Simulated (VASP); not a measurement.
Set up this calculation in VASP 6.6.1, as the native input.

| Quantity | Value |
| --- | --- |
| Task | single point |
| Functional | PBE |
| Potentials or basis | VASP PAW PBE potentials, release 64 (C) |
| Cutoff | 600 eV |
| k mesh | 3 × 3 × 3 |
| Occupations | gaussian, width 0.01 eV |
| Spin | no spin polarisation |
| Dipole correction | no |
| Further INCAR settings | ALGO = Normal; EDIFF = 1e-06; NBANDS = 11 |

The structure of C lies in POSCAR:

```
C
1.0
    0.0000000000      1.7593956938      1.7593956938
    1.7593956938      0.0000000000      1.7593956938
    1.7593956938      1.7593956938      0.0000000000
C
2
Direct
    0.0000000000      0.0000000000      0.0000000000
    0.2500000000      0.2500000000      0.2500000000
```

These files were run (other wordings do the same):

INCAR

```
ALGO     = Normal         # electronic algorithm
EDIFF    = 1E-6           # SCF threshold, eV
ENCUT    = 600            # plane-wave cutoff, eV
GGA      = PE             # functional
GGA_COMPAT= F            
ISIF     = 2              # what is computed and relaxed
ISMEAR   = 0              # smearing method
LASPH    = T              # aspherical terms in the spheres
LCHARG   = T              # write CHGCAR
LELF     = T              # ELF
LREAL    = F              # projectors in reciprocal space
LVHAR    = T            
LWAVE    = F              # write WAVECAR
NBANDS   = 11             # bands
NELM     = 120            # most SCF steps
PREC     = Accurate       # precision mode
SIGMA    = 0.01           # smearing width, eV
```

KPOINTS

```
k-points
0
Gamma
  3 3 3
```

Potentials or basis: VASP PAW PBE potentials, release 64 (C).

Command:

```console
$ cat potpaw_PBE.64/C/POTCAR > POTCAR
$ mpirun -np 1 vasp_std > vasp.out
```

It gave:

The pressure is 26.8 GPa. The band gap on the k mesh is 4.20 eV, indirect (least direct gap 5.67 eV).

Caveat: the k points lie up to 1.03 Å⁻¹ apart.

Wall time 1.2 s on 1 thread of AMD EPYC 9R45 96-Core Processor (Zen 5), with other jobs on the host, peak memory 0.08 GiB.
